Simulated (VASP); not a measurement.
# SbPd3 (Pm-3m) in VASP: further runs

The runs below take SbPd3 through single point, with LDA.

All numbers are computed with VASP 6.6.1; they aren't measurements. Logs are shortened: lines on timing, memory, paths and dates and some standing lists are left out, and cuts for length are marked.

**1. The cell of the first run**

Symmetry: Pm-3m, No. 221, cubic system. Conventional cell: a = 4.125 Å, b = 4.125 Å, c = 4.125 Å, α = 90.00°, β = 90.00°, γ = 90.00°. Within 3.8 Å of Sb (site symmetry m-3m) lie 12 Pd at 2.92 Å. Within 3.8 Å of Pd (site symmetry 4/mmm) lie 4 Sb at 2.92 Å and 8 Pd at 2.92 Å.

**2. Single point, LDA**

The input, INCAR:

```
ALGO = Normal ; EDIFF = 1E-6
ENCUT = 520 ; ISIF = 2
ISMEAR = 1 ; LASPH = True
LCHARG = True ; LELF = True
LREAL = False ; LVHAR = True
LWAVE = False ; NBANDS = 26
NELM = 80 ; PREC = Accurate
SIGMA = 0.1
```

The input, KPOINTS:

```
k-points
0
Gamma
  6 6 6
```

The input, POSCAR:

```
SbPd3
1.0
    4.1247560679      0.0000000000      0.0000000000
    0.0000000000      4.1247560679      0.0000000000
    0.0000000000      0.0000000000      4.1247560679
Sb Pd
1 3
Direct
    0.0000000000      0.0000000000      0.0000000000
    0.0000000000      0.5000000000      0.5000000000
    0.5000000000      0.0000000000      0.5000000000
    0.5000000000      0.5000000000      0.0000000000
```

Potentials or basis: VASP PAW LDA potentials, release 64 (Sb, Pd).

Launch:

```bash
$ cat potpaw_LDA.64/Sb/POTCAR potpaw_LDA.64/Pd/POTCAR > POTCAR
$ mpirun -np 1 vasp_std > vasp.out
```

OUTCAR:

```text
EDIFF = 1E-6
   ENCUT = 520
   ISIF = 2
   ISMEAR = 1
   LASPH = True
   LREAL = False
   NELM = 80
   PREC = Accurate

 ion  position               nearest neighbor table
   1  0.000  0.000  0.000-   2 2.92   3 2.92   4 2.92   2 2.92   3 2.92   2 2.92   4 2.92   2 2.92
                             3 2.92   4 2.92   3 2.92   4 2.92
   2  0.000  0.500  0.500-   1 2.92   3 2.92   4 2.92   1 2.92   4 2.92   1 2.92   3 2.92   1 2.92
                             3 2.92   4 2.92   4 2.92   3 2.92
   3  0.500  0.000  0.500-   1 2.92   2 2.92   4 2.92   1 2.92   4 2.92   2 2.92   4 2.92   4 2.92
                             1 2.92   2 2.92   1 2.92   2 2.92
   4  0.500  0.500  0.000-   1 2.92   2 2.92   3 2.92   2 2.92   3 2.92   1 2.92   3 2.92   3 2.92
                             1 2.92   2 2.92   2 2.92   1 2.92

  LATTYP: Found a simple cubic cell.
 ALAT       =     4.1247560679

  Lattice vectors:

 A1 = (   4.1247560679,   0.0000000000,   0.0000000000)
 A2 = (   0.0000000000,   4.1247560679,   0.0000000000)
 A3 = (   0.0000000000,   0.0000000000,   4.1247560679)

Analysis of symmetry for initial positions (statically):
=====================================================================
 Subroutine PRICEL returns:
 Original cell was already a primitive cell.

 Routine SETGRP: Setting up the symmetry group for a
 simple cubic supercell.

 Subroutine GETGRP returns: Found 48 space group operations
 (whereof 48 operations were pure point group operations)
 out of a pool of 48 trial point group operations.

The static configuration has the point symmetry O_h .

Analysis of symmetry for dynamics (positions and initial velocities):
=====================================================================
 Subroutine PRICEL returns:
 Original cell was already a primitive cell.

 Routine SETGRP: Setting up the symmetry group for a
 simple cubic supercell.

 Subroutine GETGRP returns: Found 48 space group operations
 (whereof 48 operations were pure point group operations)
 out of a pool of 48 trial point group operations.

The dynamic configuration has the point symmetry O_h .

 Subroutine INISYM returns: Found 48 space group operations
 (whereof 48 operations are pure point group operations),
 and found     1 'primitive' translations

----------------------------------------------------------------------------------------

                                     Primitive cell

[... 88 lines left out ...]
   NELM   =     80;   NELMIN=  2; NELMDL= -5     # of ELM steps
   EDIFF  = 0.1E-05   stopping-criterion for ELM
   LREAL  =      F    real-space projection
   EDIFFG = 0.1E-04   stopping-criterion for IOM
   NSW    =      0    number of steps for IOM
   IBRION =     -1    ionic relax: 0-MD 1-quasi-New 2-CG
   NFREE  =      0    steps in history (QN), initial steepest desc. (CG)
   ISIF   =      2    stress and relaxation
   ISYM   =      2    0-nonsym 1-usesym 2-fastsym
   POTIM  = 0.5000    time-step for ionic-motion
   TEBEG  =    0.0;   TEEND  =   0.0 temperature during run
   PSTRESS=    0.0 pullay stress
   NELECT =      35.0000    total number of electrons
   NUPDOWN=      -1.0000    fix difference up-down
   EMIN   =  10.00;   EMAX   =-10.00  energy-range for DOS
   EFERMI =   0.00;   METHOD = LEGACY
   ISMEAR =     1;   SIGMA  =   0.10  broadening in eV -4-tet -1-fermi 0-gaus
   EFERMI_NEDOS =   21; number of points for ismear=-14 and -15
   IALGO  =     38    algorithm
   IMIX   =      4    mixing-type and parameters
     AMIX     =   0.40;   BMIX     =  1.00
     AMIX_MAG =   1.60;   BMIX_MAG =  1.00
  volume/ion in A,a.u.               =      17.54       118.39
  Fermi-wavevector in a.u.,A,eV,Ry     =   1.298273  2.453380 22.932781  1.685512
  Thomas-Fermi vector in A             =   2.429612
   LORBIT       =      0    0 simple, 1 ext, 2 COOP (PROOUT), +10 PAW based schemes
   GGA     = CA    functional components
   LHFCALC =     F    Hartree Fock is set to
   AEXX    =    0.0000 exact exchange contribution
   IVDW    =     0    specifies the selected vdW correction
   LEPSILON=     F    determine dielectric tensor
   LRPA    =     F    only Hartree local field effects (RPA)
 non-spin polarized calculation
 Methfessel and Paxton  Order N= 1 SIGMA  =   0.10
  energy-cutoff  :      520.00
  volume of cell :       70.18
 maximum number of plane-waves:      1924
 NGX is ok and might be reduce to    32
   NGX = 15   NGY = 15   NGZ = 15

 number of electron      35.0000010 magnetization

 Free energy of the ion-electron system (eV)
  ---------------------------------------------------
  ext. energy  EPLUGINS =         0.00000000
  ---------------------------------------------------
  free energy    TOTEN  =       -25.35905795 eV

  energy without entropy =      -25.35687086  energy(sigma->0) =      -25.35832892

 E-fermi :   9.5343     XC(G=0): -12.4464

 val. band max:        9.5147045197   @ k =   0.3333   0.3333   0.1667
 cond. band min:       9.5489744373   @ k =   0.5000   0.3333   0.3333
 fundamental gap:      0.0342699176
 Fermi energy:         9.5342809155

 k-point     1 :       0.0000    0.0000    0.0000
  band No.  band energies     occupation
      1      -1.9915      2.00000
      2       4.4542      2.00000
      3       5.1795      2.00000
      4       5.1795      2.00000
      5       5.2991      2.00000
      6       5.2991      2.00000
[... 569 lines left out ...]
     25      21.0562      0.00000
     26      21.0562      0.00000

------------------------ aborting loop because EDIFF is reached ----------------------------------------

  FORCE on cell =-STRESS in cart. coord.  units (eV):
  Direction    XX          YY          ZZ          XY          YZ          ZX
  --------------------------------------------------------------------------------------
  -------------------------------------------------------------------------------------
  Total       -7.3833601     -7.3833601     -7.3833601     -0.0000000      0.0000000     -0.0000000
  in kB     -168.5659391   -168.5659391   -168.5659391     -0.0000000      0.0000000     -0.0000000
  external PRESSURE =    -168.5659391 kB  Pullay stress =       0.0000000 kB

 VOLUME and BASIS-vectors are now :
 -----------------------------------------------------------------------------
  energy-cutoff  :      520.00
  volume of cell :       70.18
      direct lattice vectors                 reciprocal lattice vectors
     4.124756068  0.000000000  0.000000000     0.242438579  0.000000000  0.000000000
     0.000000000  4.124756068  0.000000000     0.000000000  0.242438579  0.000000000
     0.000000000  0.000000000  4.124756068     0.000000000  0.000000000  0.242438579

 POSITION                                       TOTAL-FORCE (eV/Angst)
 -----------------------------------------------------------------------------------
      0.00000      0.00000      0.00000         0.000000      0.000000      0.000000
      0.00000      2.06238      2.06238         0.000000      0.000000      0.000000
      2.06238      0.00000      2.06238         0.000000      0.000000      0.000000
      2.06238      2.06238      0.00000         0.000000      0.000000      0.000000
 -----------------------------------------------------------------------------------
    total drift:                                0.000000     -0.000000     -0.000000

  FREE ENERGIE OF THE ION-ELECTRON SYSTEM (eV)
  ---------------------------------------------------
  free  energy   TOTEN  =       -25.3590579508 eV

  energy  without entropy=      -25.3568708610  energy(sigma->0) =      -25.35832892
```

stdout:

```text
POSCAR found type information on POSCAR SbPd
 POSCAR found :  2 types and       4 ions
 scaLAPACK will be used
 LDA part: xc-table for (Slater(with rela. corr.)+CA(PZ))
 , standard interpolation
 POSCAR, INCAR and KPOINTS ok, starting setup
 FFT: planning ... GRIDC
 FFT: planning ... GRID_SOFT
 FFT: planning ... GRID
 WAVECAR not read
 entering main loop
```

Run time: 22 s. Hardware: 1 thread of AMD EPYC 7R43 (Zen 3), shared host; peak memory 0.13 GiB.

Results:

| Quantity | Value |
| --- | --- |
| Free energy | -25.3591 eV |
| Pressure | -16.9 GPa |

Caveat: spin-orbit coupling is left out, which moves the levels of the heavy elements.

**3. Single point, LDA**

This run uses another cell than the first one, of 17.95 Å³/atom, 1.023 times its volume.

The input, INCAR:

```
  PREC = Accurate
  ENCUT = 520
  EDIFF = 1E-7
  ISMEAR = 1
  SIGMA = 0.1
  LREAL = F
  LASPH = T
  NELM = 60
  ALGO = Normal
  ISIF = 2
  LWAVE = F
  LCHARG = F
  GGA = CA
  NBANDS = 26
```

The input, KPOINTS:

```
Automatic mesh
0
Gamma
  6 6 6
```

The input, POSCAR:

```
SbPd3
1.0
    4.1564862077      0.0000000000      0.0000000000
    0.0000000000      4.1564862077      0.0000000000
    0.0000000000      0.0000000000      4.1564862077
Sb Pd
1 3
Direct
    0.0000000000      0.0000000000      0.0000000000
    0.0000000000      0.5000000000      0.5000000000
    0.5000000000      0.0000000000      0.5000000000
    0.5000000000      0.5000000000      0.0000000000
```

Potentials or basis: VASP PAW LDA potentials, release 64 (Sb, Pd).

Launch:

```bash
$ cat potpaw_LDA.64/Sb/POTCAR potpaw_LDA.64/Pd/POTCAR > POTCAR
$ mpirun -np 1 vasp_std > vasp.out
```

Wall time 19 s (1 thread of AMD EPYC 7R43 (Zen 3), shared host); peak memory 0.14 GiB.

It converged, with:

| Quantity | Value |
| --- | --- |
| Free energy | -25.1776 eV |
| Pressure | -18.8 GPa |

Levels at points of the mesh, in eV from the Fermi level:
| k point | band 13 | band 14 | band 15 | band 16 | band 17 | band 18 | band 19 | band 20 | band 21 | band 22 |
| --- | --- | --- | --- | --- | --- | --- | --- | --- | --- | --- |
| (0.00, 0.00, 0.00) | -1.61 | -1.24 | -1.24 | -0.82 | -0.43 | -0.43 | -0.43 | 0.96 | 5.86 | 5.86 |
| (0.50, 0.00, 0.00) | -2.01 | -1.93 | -1.82 | -1.18 | -0.43 | 1.68 | 1.95 | 1.95 | 4.95 | 4.95 |
| (0.50, 0.50, 0.00) | -2.12 | -1.86 | -1.76 | -1.60 | -1.51 | 0.15 | 0.15 | 3.58 | 4.02 | 7.02 |
| (0.50, 0.50, 0.50) | -2.06 | -1.90 | -1.90 | -1.08 | -0.72 | -0.72 | -0.72 | 0.47 | 3.59 | 3.59 |

Caveat: spin-orbit coupling is left out, which moves the levels of the heavy elements.
